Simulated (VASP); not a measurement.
Runs of VASP 6.6.1 on Zn2S. The structure is that of space group P4/mmm (No. 123), or close to it. The cells are those of the table. The cell was built from a structure type or drawn by symmetry, and may not be a known phase.

```csv
task,cell,k mesh,cutoff (eV),gap on the mesh (eV),pressure (GPa),relaxed volume (Å³/atom)
single point,"a = 4.794, b = 4.794, c = 3.845 Å, 3 atoms",4 × 4 × 4,520,none,0.0,-
relaxation of cell and atoms,"relaxed from a = 4.794, b = 4.794, c = 3.845 Å, 3 atoms",10 × 10 × 12,600,none,0.0,(a)
single point,"a = 4.791, b = 4.791, c = 4.003 Å, 3 atoms",10 × 10 × 12,520,none,0.1,-
relaxation of cell and atoms,"relaxed from a = 3.934, b = 3.934, c = 3.941 Å, 3 atoms",4 × 4 × 4,600,none,0.0,29.59
single point,"a = 3.934, b = 3.934, c = 3.941 Å, 3 atoms",4 × 4 × 4,520,none,39.3,-
```

Alike in all rows: level PBE; potentials or basis VASP PAW PBE potentials, release 64 (Zn, S); no spin polarisation; smearing gaussian 0.1 eV.

Question: Fill in the values left out.

Answer: (a) 30.90.

Caveats: some runs use coarse meshes; the volume moved by over 15 % at a fixed basis, so the end points are rough (at least some runs).

A gap of «none» marks levels without a gap at the run's occupations.
